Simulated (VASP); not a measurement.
Input of a VASP 6.6.1 run:

INCAR

```
PREC = Accurate
ENCUT = 520
EDIFF = 1E-6
ISMEAR = -1
SIGMA = 0.05
LREAL = Auto
LASPH = True
NELM = 200
ALGO = Normal
ISIF = 2
LWAVE = False
LCHARG = False
ISPIN = 2
MAGMOM = 0 0 0 0 0 0 0 0.333 0 0 0 0 0 0 0 0.333 0 0 0 0 0 0 0 0 0 0.333 0 0 0 0 0 0 0 0 0 0 0 0 0 0 0 0 0.333 0 0 0 0 0 0 0 0 0 0 0 0 0 0 0 0 0 0.333 0 0 0 0.333
LORBIT = 11
GGA = PS
NBANDS = 172
NELECT = 256.0
ISYM = -1
GGA_COMPAT = False
```

Contents of KPOINTS:

```
explicit points
1
Reciprocal
  0.25000000   0.25000000   0.25000000 1
```

File POSCAR:

```
Si64C
1.0
   10.8655790000      0.0000000000      0.0000000000
    0.0000000000     10.8655790000      0.0000000000
    0.0000000000      0.0000000000     10.8655790000
Si C
64 1
Direct
    0.0012440000      0.0009810000      0.0010880000
    0.9935950000      0.9933540000      0.4982390000
    0.0038220000      0.5022670000      0.0017710000
    0.0019170000      0.5009940000      0.5018810000
    0.5024910000      0.0035850000      0.0017650000
    0.5012170000      0.0017310000      0.5018220000
    0.5021310000      0.5019090000      0.0002760000
    0.4114810000      0.4113270000      0.4515360000
    0.1251870000      0.1249070000      0.1261630000
    0.1060810000      0.1057810000      0.6399620000
    0.1320290000      0.6210380000      0.1343250000
    0.1297340000      0.6253890000      0.6217590000
    0.6213680000      0.1317510000      0.1342780000
    0.6256330000      0.1294650000      0.6217610000
    0.6305330000      0.6302760000      0.1165620000
    0.6136730000      0.6133640000      0.6006710000
    0.2511030000      0.2508780000      0.0047460000
    0.2273740000      0.2271550000      0.5158930000
    0.2541900000      0.7447470000      0.0055050000
    0.2614260000      0.7460050000      0.4993670000
    0.7450590000      0.2539380000      0.0054630000
    0.7462130000      0.2611660000      0.4993600000
    0.7548240000      0.7546170000      0.9935890000
    0.7482840000      0.7480600000      0.5011530000
    0.3777910000      0.3774890000      0.1249040000
    0.3462820000      0.3460530000      0.6453370000
    0.3757450000      0.8787480000      0.1221180000
    0.3754590000      0.8768830000      0.6258490000
    0.8789970000      0.3755100000      0.1221160000
    0.8771140000      0.3751550000      0.6258690000
    0.8763520000      0.8760450000      0.1237160000
    0.8712620000      0.8709840000      0.6252450000
    0.2514120000      0.0012510000      0.2507130000
    0.2501980000      0.9945340000      0.7585010000
    0.2695900000      0.4960600000      0.2711600000
    0.2470970000      0.5013190000      0.7538040000
    0.7539070000      0.0050450000      0.2497020000
    0.7504310000      0.0032570000      0.7477060000
    0.7622230000      0.5116690000      0.2403920000
    0.7443330000      0.5007650000      0.7428600000
    0.3682090000      0.1261780000      0.3821760000
    0.3740330000      0.1250910000      0.8773710000
    0.4119920000      0.6352550000      0.3786240000
    0.3773580000      0.6246690000      0.8728950000
    0.8734740000      0.1309440000      0.3772360000
    0.8685190000      0.1243410000      0.8813360000
    0.8808010000      0.6300570000      0.3748870000
    0.8755420000      0.6246330000      0.8681810000
    0.0014560000      0.2511490000      0.2506720000
    0.9948180000      0.2499290000      0.7584670000
    0.0053390000      0.7536340000      0.2497320000
    0.0035050000      0.7501840000      0.7477230000
    0.4964480000      0.2692700000      0.2710240000
    0.5015620000      0.2468780000      0.7537750000
    0.5119090000      0.7620020000      0.2403740000
    0.5010240000      0.7440930000      0.7428150000
    0.1263110000      0.3679340000      0.3822030000
    0.1253190000      0.3737680000      0.8773900000
    0.1312190000      0.8732270000      0.3772480000
    0.1246160000      0.8682200000      0.8813720000
    0.6354820000      0.4117200000      0.3786160000
    0.6249170000      0.3770780000      0.8729240000
    0.6303140000      0.8805490000      0.3748780000
    0.6248650000      0.8752930000      0.8681540000
    0.5326540000      0.5323780000      0.4649190000
```

Potentials or basis: VASP PAW PBE potentials, release 64 (Si, C).

Command:

```sh
$ cat potpaw_PBE.64/Si/POTCAR potpaw_PBE.64/C/POTCAR > POTCAR
$ mpirun -np 1 vasp_std > vasp.out
```

Problem. What does it give for the net moment?

Solution. 0.00 μB per cell.

Problem. Predict the largest force.

Solution. 0.090 eV/Å.

Forces on the atoms (eV/Å):
```
Si   0.011  0.010 -0.034
Si   0.020  0.019 -0.035
Si   0.011  0.016 -0.032
Si   0.017 -0.001 -0.038
Si   0.018  0.011 -0.032
Si   0.000  0.015 -0.037
Si   0.019  0.015 -0.042
Si   0.027  0.022 -0.063
Si  -0.015 -0.012  0.031
Si  -0.005 -0.004  0.046
Si   0.001 -0.002  0.049
Si  -0.020 -0.014  0.027
Si  -0.003 -0.001  0.048
Si  -0.016 -0.019  0.026
Si  -0.019 -0.017  0.037
Si  -0.046 -0.044  0.064
Si   0.021  0.019 -0.041
Si  -0.003 -0.005 -0.041
Si  -0.005  0.023 -0.040
Si   0.029  0.003 -0.016
Si   0.022 -0.006 -0.040
Si   0.007  0.027 -0.016
Si   0.020  0.017 -0.055
Si   0.039  0.038 -0.072
Si  -0.016 -0.013  0.050
Si  -0.013 -0.011  0.018
Si  -0.020 -0.021  0.039
Si   0.000 -0.019  0.041
Si  -0.021 -0.018  0.038
Si  -0.020  0.003  0.040
Si  -0.010 -0.009  0.032
Si  -0.020 -0.017  0.056
Si   0.006  0.017 -0.028
Si  -0.011  0.018 -0.037
Si  -0.034  0.015 -0.062
Si   0.004  0.026 -0.020
Si   0.004  0.014 -0.025
Si   0.020  0.020 -0.038
Si   0.013  0.024 -0.047
Si   0.021  0.026 -0.051
Si   0.008 -0.013  0.044
Si  -0.009 -0.019  0.033
Si  -0.020 -0.013  0.039
Si  -0.006 -0.030  0.038
Si  -0.013 -0.014  0.015
Si  -0.008 -0.007  0.025
Si  -0.021 -0.024  0.056
Si  -0.015 -0.025  0.046
Si   0.019  0.006 -0.027
Si   0.017 -0.011 -0.037
Si   0.013  0.002 -0.025
Si   0.021  0.018 -0.038
Si   0.013 -0.033 -0.059
Si   0.027  0.004 -0.020
Si   0.026  0.009 -0.048
Si   0.027  0.020 -0.051
Si  -0.014  0.008  0.044
Si  -0.019 -0.007  0.031
Si  -0.015 -0.011  0.013
Si  -0.007 -0.008  0.024
Si  -0.015 -0.021  0.039
Si  -0.031 -0.003  0.037
Si  -0.025 -0.020  0.056
Si  -0.025 -0.014  0.047
C    0.039  0.043  0.017
```

Caveat: the cell carries a net charge on a neutralising background, which shifts energy and pressure; the PAW data sets were made with another functional, which shifts forces and pressure a little.
